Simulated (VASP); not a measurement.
# KZnF3 (Cm) in VASP: a series of runs

The runs below take KZnF3 through single point, with LDA.

All numbers are computed with VASP 6.6.1; they aren't measurements. Logs are shortened: lines on timing, memory, paths and dates and some standing lists are left out, and cuts for length are marked.

**1. The cell of the first run**

The structure is monoclinic, space group Cm (No. 8). Conventional cell: a = 5.728 Å, b = 5.728 Å, c = 4.050 Å, α = 90.00°, β = 90.00°, γ = 90.00°. Within 3.6 Å of K (site symmetry m) lie 12 F at 2.73 to 3.03 Å and 8 Zn at 3.51 Å. Zn (site symmetry m) has 6 F at 1.73 to 2.33 Å within 2.4 Å. F (site symmetry m) has 2 Zn at 1.73 to 2.33 Å within 2.4 Å. Within 2.9 Å of F (site symmetry 1) lie 2 Zn at 2.02 Å and 6 F at 2.58 to 2.86 Å and 4 K at 2.86 Å.

**2. Single point, LDA (atom 3 (F) moved by (-0.150, -0.300) A along [1 1 0] and z)**

INCAR

```
PREC = Accurate
ENCUT = 520
EDIFF = 1E-7
ISMEAR = 0
SIGMA = 0.05
LREAL = F
LASPH = T
NELM = 80
ALGO = Normal
ISIF = 2
LWAVE = F
LCHARG = T
LELF = T
LVHAR = T
NBANDS = 29
```

KPOINTS

```
Automatic mesh
0
Gamma
  6 6 6
```

POSCAR

```
KZnF3
1.0
    4.0500000000      0.0000000000      0.0000000000
    0.0000000000      4.0500000000      0.0000000000
    0.0000000000      0.0000000000      4.0500000000
K Zn F
1 1 3
Direct
    0.0000000000      0.0000000000      0.0000000000
    0.5000000000      0.5000000000      0.5000000000
    0.4738108600      0.4738108600     -0.0740740741
    0.0000000000      0.5000000000      0.5000000000
    0.5000000000      0.0000000000      0.5000000000
```

Potentials or basis: VASP PAW LDA potentials, release 64 (K_sv, Zn, F).

The run is started by

```console
$ cat potpaw_LDA.64/K_sv/POTCAR potpaw_LDA.64/Zn/POTCAR potpaw_LDA.64/F/POTCAR > POTCAR
$ mpirun -np 1 vasp_std > vasp.out
```

OUTCAR:

```text
PREC = Accurate
   ENCUT = 520
   EDIFF = 1E-7
   ISMEAR = 0
   LREAL = F
   LASPH = T
   NELM = 80
   ISIF = 2

 ion  position               nearest neighbor table
   1  0.000  0.000  0.000-   3 2.73
   2  0.500  0.500  0.500-   3 1.73   4 2.02   5 2.02   5 2.02   4 2.02   3 2.33
   3  0.474  0.474  0.926-   2 1.73   2 2.33   1 2.73
   4  0.000  0.500  0.500-   2 2.02   2 2.02
   5  0.500  0.000  0.500-   2 2.02   2 2.02

  LATTYP: Found a simple cubic cell.
 ALAT       =     4.0500000000

  Lattice vectors:

 A1 = (   4.0500000000,   0.0000000000,   0.0000000000)
 A2 = (   0.0000000000,   4.0500000000,   0.0000000000)
 A3 = (   0.0000000000,   0.0000000000,   4.0500000000)

Analysis of symmetry for initial positions (statically):
=====================================================================
 Subroutine PRICEL returns:
 Original cell was already a primitive cell.

 Routine SETGRP: Setting up the symmetry group for a
 simple cubic supercell.

 Subroutine GETGRP returns: Found  2 space group operations
 (whereof  2 operations were pure point group operations)
 out of a pool of 48 trial point group operations.

The static configuration has the point symmetry C_1h.

Analysis of symmetry for dynamics (positions and initial velocities):
=====================================================================
 Subroutine PRICEL returns:
 Original cell was already a primitive cell.

 Routine SETGRP: Setting up the symmetry group for a
 simple cubic supercell.

 Subroutine GETGRP returns: Found  2 space group operations
 (whereof  2 operations were pure point group operations)
 out of a pool of 48 trial point group operations.

The dynamic configuration has the point symmetry C_1h.

 Subroutine INISYM returns: Found  2 space group operations
 (whereof  2 operations are pure point group operations),
 and found     1 'primitive' translations

----------------------------------------------------------------------------------------

                                     Primitive cell

  volume of cell :      66.4301

  direct lattice vectors                    reciprocal lattice vectors
     4.050000000  0.000000000  0.000000000     0.246913580  0.000000000  0.000000000
     0.000000000  4.050000000  0.000000000     0.000000000  0.246913580  0.000000000
     0.000000000  0.000000000  4.050000000     0.000000000  0.000000000  0.246913580

  length of vectors
     4.050000000  4.050000000  4.050000000     0.246913580  0.246913580  0.246913580

  position of ions in fractional coordinates (direct lattice)
     0.000000000  0.000000000  0.000000000
     0.500000000  0.500000000  0.500000000
     0.473810860  0.473810860  0.925925926
     0.000000000  0.500000000  0.500000000
     0.500000000  0.000000000  0.500000000

  ion indices of the primitive-cell ions
   primitive index   ion index
                 1           1
                 2           2
                 3           3
                 4           4
                 5           5

----------------------------------------------------------------------------------------

 KPOINTS: Automatic mesh

Automatic generation of k-mesh.
 Grid dimensions read from file:
 generate k-points for:    6    6    6

 Generating k-lattice:

  Cartesian coordinates                     Fractional coordinates (reciprocal lattice)
     0.041152263  0.000000000  0.000000000     0.166666667  0.000000000  0.000000000
     0.000000000  0.041152263  0.000000000     0.000000000  0.166666667  0.000000000
     0.000000000  0.000000000  0.041152263     0.000000000  0.000000000  0.166666667

  Length of vectors
     0.041152263  0.041152263  0.041152263

  Shift w.r.t. Gamma in fractional coordinates (k-lattice)
     0.000000000  0.000000000  0.000000000

 Subroutine IBZKPT returns following result:
 ===========================================

 Found     68 irreducible k-points:

 Following reciprocal coordinates:
            Coordinates               Weight
  0.000000  0.000000  0.000000      1.000000
  0.166667  0.000000  0.000000      4.000000
  0.000000  0.000000  0.166667      2.000000
  0.333333  0.000000  0.000000      4.000000
  0.000000  0.000000  0.333333      2.000000
  0.500000  0.000000  0.000000      2.000000
[... 16 lines left out ...]
 -0.333333  0.333333  0.000000      2.000000
 -0.333333  0.000000  0.333333      4.000000
 [... further k-points ...]
   k-points           NKPTS =     68   k-points in BZ     NKDIM =     68   number of bands    NBANDS=     29
   number of dos      NEDOS =    301   number of ions     NIONS =      5
   total plane-waves  NPLWV =  27000
   dimension x,y,z NGX =    30 NGY =   30 NGZ =   30
   dimension x,y,z NGXF=    60 NGYF=   60 NGZF=   60
   ions per type =               1   1   3
   NGX,Y,Z   is equivalent  to a cutoff of  12.31, 12.31, 12.31 a.u.
   NGXF,Y,Z  is equivalent  to a cutoff of  24.63, 24.63, 24.63 a.u.
 SYSTEM =  unknown system
   PREC   = accura    normal or accurate (medium, high low for compatibility)
   ISTART =      0    job   : 0-new  1-cont  2-samecut
   ICHARG =      2    charge: 1-file 2-atom 10-const
   ISPIN  =      1    spin polarized calculation?
   LNONCOLLINEAR =      F non collinear calculations
   LSORBIT =      F    spin-orbit coupling
   LASPH  =      T    aspherical Exc in radial PAW
   ENCUT  =  520.0 eV  38.22 Ry    6.18 a.u.   7.53  7.53  7.53*2*pi/ulx,y,z
   NELM   =     80;   NELMIN=  2; NELMDL= -5     # of ELM steps
   EDIFF  = 0.1E-06   stopping-criterion for ELM
   LREAL  =      F    real-space projection
   EDIFFG = 0.1E-05   stopping-criterion for IOM
   NSW    =      0    number of steps for IOM
   IBRION =     -1    ionic relax: 0-MD 1-quasi-New 2-CG
   NFREE  =      0    steps in history (QN), initial steepest desc. (CG)
   ISIF   =      2    stress and relaxation
   ISYM   =      2    0-nonsym 1-usesym 2-fastsym
   POTIM  = 0.5000    time-step for ionic-motion
   TEBEG  =    0.0;   TEEND  =   0.0 temperature during run
   PSTRESS=    0.0 pullay stress
   NELECT =      42.0000    total number of electrons
   NUPDOWN=      -1.0000    fix difference up-down
   EMIN   =  10.00;   EMAX   =-10.00  energy-range for DOS
   EFERMI =   0.00;   METHOD = LEGACY
   ISMEAR =     0;   SIGMA  =   0.05  broadening in eV -4-tet -1-fermi 0-gaus
   EFERMI_NEDOS =   21; number of points for ismear=-14 and -15
   IALGO  =     38    algorithm
   IMIX   =      4    mixing-type and parameters
     AMIX     =   0.40;   BMIX     =  1.00
     AMIX_MAG =   1.60;   BMIX_MAG =  1.00
  volume/ion in A,a.u.               =      13.29        89.66
  Fermi-wavevector in a.u.,A,eV,Ry     =   1.405086  2.655228 26.861528  1.974267
  Thomas-Fermi vector in A             =   2.527583
   LORBIT       =      0    0 simple, 1 ext, 2 COOP (PROOUT), +10 PAW based schemes
   GGA     = CA    functional components
   LHFCALC =     F    Hartree Fock is set to
   AEXX    =    0.0000 exact exchange contribution
   IVDW    =     0    specifies the selected vdW correction
   LEPSILON=     F    determine dielectric tensor
   LRPA    =     F    only Hartree local field effects (RPA)
 non-spin polarized calculation
 Gauss-broadening in eV      SIGMA  =   0.05
  energy-cutoff  :      520.00
  volume of cell :       66.43
 maximum number of plane-waves:      1811
   NGX = 15   NGY = 15   NGZ = 15

 number of electron      42.0000008 magnetization

 Free energy of the ion-electron system (eV)
  ---------------------------------------------------
  ext. energy  EPLUGINS =         0.00000000
  ---------------------------------------------------
  free energy    TOTEN  =       -22.49281138 eV

  energy without entropy =      -22.49281138  energy(sigma->0) =      -22.49281138

 E-fermi :  -0.7484     XC(G=0): -10.5712

 val. band max:       -0.9487107476   @ k =   0.5000   0.5000   0.5000
 cond. band min:       2.3997608074   @ k =   0.0000   0.0000   0.0000
 fundamental gap:      3.3484715550
 Fermi energy:        -0.7484102041

 k-point     1 :       0.0000    0.0000    0.0000
  band No.  band energies     occupation
      1     -27.7528      2.00000
      2     -22.5438      2.00000
      3     -21.8001      2.00000
      4     -21.6403      2.00000
      5     -11.4912      2.00000
      6     -11.4880      2.00000
[... 21 lines left out ...]
     28       9.7429      0.00000
     29      12.6837      0.00000

 k-point     2 :       0.1667    0.0000    0.0000
  band No.  band energies     occupation
      1     -27.7465      2.00000
      2     -22.5192      2.00000
      3     -21.7995      2.00000
      4     -21.6621      2.00000
      5     -11.4945      2.00000
      6     -11.4772      2.00000
[... 21 lines left out ...]
     28       9.9497      0.00000
     29      12.4710      0.00000

 k-point     3 :       0.0000    0.0000    0.1667
  band No.  band energies     occupation
      1     -27.7465      2.00000
      2     -22.5103      2.00000
      3     -21.8329      2.00000
      4     -21.6387      2.00000
      5     -11.4796      2.00000
      6     -11.4754      2.00000
[... 21 lines left out ...]
     28       9.8193      0.00000
     29      12.8273      0.00000

 k-point     4 :       0.3333    0.0000    0.0000
  band No.  band energies     occupation
      1     -27.7338      2.00000
      2     -22.4659      2.00000
      3     -21.8005      2.00000
      4     -21.7052      2.00000
      5     -11.4947      2.00000
      6     -11.4530      2.00000
[... 21 lines left out ...]
     28      10.0950      0.00000
     29      12.0891      0.00000

 k-point     5 :       0.0000    0.0000    0.3333
  band No.  band energies     occupation
      1     -27.7339      2.00000
      2     -22.4317      2.00000
      3     -21.9095      2.00000
      4     -21.6343      2.00000
      5     -11.4707      2.00000
      6     -11.4514      2.00000
[... 21 lines left out ...]
     28       9.9926      0.00000
     29      12.5240      0.00000
[... 510 lines left out ...]
     28      10.2474      0.00000
     29      11.1818      0.00000

 k-point    22 :       0.0000    0.3333    0.3333
  band No.  band energies     occupation
      1     -27.7190      2.00000
      2     -22.3491      2.00000
      3     -21.8716      2.00000
      4     -21.7173      2.00000
      5     -11.5423      2.00000
      6     -11.4955      2.00000
[... 21 lines left out ...]
     28      10.1791      0.00000
     29      11.3263      0.00000

 k-point    23 :      -0.3333    0.3333    0.0000
  band No.  band energies     occupation
      1     -27.7188      2.00000
      2     -22.3678      2.00000
      3     -21.8172      2.00000
      4     -21.7506      2.00000
      5     -11.5437      2.00000
      6     -11.4988      2.00000
[... 21 lines left out ...]
     28      10.2717      0.00000
     29      11.2205      0.00000

 k-point    24 :      -0.3333    0.0000    0.3333
  band No.  band energies     occupation
      1     -27.7190      2.00000
      2     -22.3521      2.00000
      3     -21.8663      2.00000
      4     -21.7192      2.00000
      5     -11.5477      2.00000
      6     -11.4903      2.00000
[... 21 lines left out ...]
     28      10.1842      0.00000
     29      11.2271      0.00000

 [... further k-points ...]

------------------------ aborting loop because EDIFF is reached ----------------------------------------

  FORCE on cell =-STRESS in cart. coord.  units (eV):
  Direction    XX          YY          ZZ          XY          YZ          ZX
  --------------------------------------------------------------------------------------
  -------------------------------------------------------------------------------------
  Total       -1.1827603     -1.1827603      3.7916901      0.0282540     -0.2580039     -0.2580039
  in kB      -28.5260908    -28.5260908     91.4488717      0.6814368     -6.2225992     -6.2225984
  external PRESSURE =      11.4655633 kB  Pullay stress =       0.0000000 kB

 VOLUME and BASIS-vectors are now :
 -----------------------------------------------------------------------------
  energy-cutoff  :      520.00
  volume of cell :       66.43
      direct lattice vectors                 reciprocal lattice vectors
     4.050000000  0.000000000  0.000000000     0.246913580  0.000000000  0.000000000
     0.000000000  4.050000000  0.000000000     0.000000000  0.246913580  0.000000000
     0.000000000  0.000000000  4.050000000     0.000000000  0.000000000  0.246913580

 POSITION                                       TOTAL-FORCE (eV/Angst)
 -----------------------------------------------------------------------------------
      0.00000      0.00000      0.00000        -0.006624     -0.006624     -0.075058
      2.02500      2.02500      2.02500         0.194577      0.194577     -3.359006
      1.91893      1.91893      3.75000         0.016642      0.016642      4.540586
      0.00000      2.02500      2.02500        -0.247216      0.042621     -0.553261
      2.02500      0.00000      2.02500         0.042621     -0.247216     -0.553261
 -----------------------------------------------------------------------------------
    total drift:                                0.000298      0.000298     -0.000385

  FREE ENERGIE OF THE ION-ELECTRON SYSTEM (eV)
  ---------------------------------------------------
  free  energy   TOTEN  =       -22.4928113785 eV

  energy  without entropy=      -22.4928113785  energy(sigma->0) =      -22.49281138
```

Run time: 3.6 min. Hardware: 1 thread of Intel Xeon 8259CL, shared host; peak memory 0.24 GiB.

What came out:

| Item | Value |
| --- | --- |
| Free energy | -22.4928 eV |
| Pressure | 1.1 GPa |
| Largest force | 4.541 eV/Å |
| Band gap on the k mesh | 3.35 eV (least direct gap 5.11 eV) |

Forces in eV/Å, atoms in the order of the input:
```
K   -0.007 -0.007 -0.075
Zn   0.195  0.195 -3.359
F    0.017  0.017  4.541
F   -0.247  0.043 -0.553
F    0.043 -0.247 -0.553
```

Caveat: the cell differs from its parent crystal (atom 3 (F) moved by (-0.150, -0.300) A along [1 1 0] and z); forces of over 1 eV/Å act on the atoms, so gaps and moduli don't describe the material at rest. A k mesh can miss the band edges.

**3. Single point, LDA (atom 3 (F) moved by (-0.150, -0.150) A along [1 1 0] and z)**

INCAR

```
SYSTEM = KZnF3
PREC = Accurate
ENCUT = 520
EDIFF = 1E-6
ISMEAR = 0
SIGMA = 0.05
LREAL = .FALSE.
LASPH = .TRUE.
NELM = 80
ALGO = Normal
ISIF = 2
LWAVE = .FALSE.
LCHARG = .FALSE.
GGA = CA
NBANDS = 29
```

KPOINTS

```
regular mesh
0
G
  6 6 6
  0 0 0
```

POSCAR: that of step 2 with these lines changed.

```diff
@@ -10,3 +10,3 @@
     0.5000000000      0.5000000000      0.5000000000
-    0.4738108600      0.4738108600     -0.0740740741
+    0.4738108600      0.4738108600     -0.0370370370
     0.0000000000      0.5000000000      0.5000000000
```

Potentials or basis: VASP PAW LDA potentials, release 64 (K_sv, Zn, F).

The run is started by

```console
$ cat potpaw_LDA.64/K_sv/POTCAR potpaw_LDA.64/Zn/POTCAR potpaw_LDA.64/F/POTCAR > POTCAR
$ mpirun -np 1 vasp_std > vasp.out
```

It took 3.1 min on 1 thread of Intel Xeon 8259CL, shared host; peak memory 0.24 GiB.

Results (log left out):

```yaml
Free_energy: -22.9298 eV
Pressure: -3.1 GPa
Largest_force: 1.642 eV/Å
Band_gap_on_the_k_mesh: 3.56 eV (least direct gap 5.29 eV)
```

Forces in eV/Å, atoms in the order of the input:
```
K   -0.011 -0.011 -0.039
Zn   0.021  0.021 -1.032
F    0.158  0.158  1.626
F   -0.206  0.038 -0.277
F    0.038 -0.206 -0.277
```

Stress tensor (GPa, compression positive):
```
-3.93  0.05 -0.15
 0.05 -3.93 -0.15
-0.15 -0.15 -1.32
```

Levels at points of the mesh, in eV from the valence-band top:
```csv
k point,band 18,band 19,band 20,band 21,band 22,band 23,band 24,band 25
"(0.00, 0.00, 0.00)",-1.99,-1.80,-1.79,-1.73,3.56,8.44,8.47,9.07
"(0.50, 0.00, 0.00)",-1.91,-1.69,-1.68,-1.46,6.31,8.01,9.42,10.77
"(0.00, 0.00, 0.50)",-2.00,-1.69,-1.62,-1.61,6.24,8.03,9.46,10.95
"(0.50, 0.50, 0.00)",-1.79,-1.79,-1.45,-0.02,7.71,9.79,9.84,9.91
"(0.00, 0.50, 0.50)",-1.78,-1.76,-1.46,0.00,7.62,9.60,9.85,10.24
"(0.50, 0.50, 0.50)",-1.44,-1.44,-0.01,0.00,7.93,8.22,8.22,10.15
```

Caveat: the cell differs from its parent crystal (atom 3 (F) moved by (-0.150, -0.150) A along [1 1 0] and z); the cell stands under tension; forces of over 1 eV/Å act on the atoms, so gaps and moduli don't describe the material at rest. A k mesh can miss the band edges.
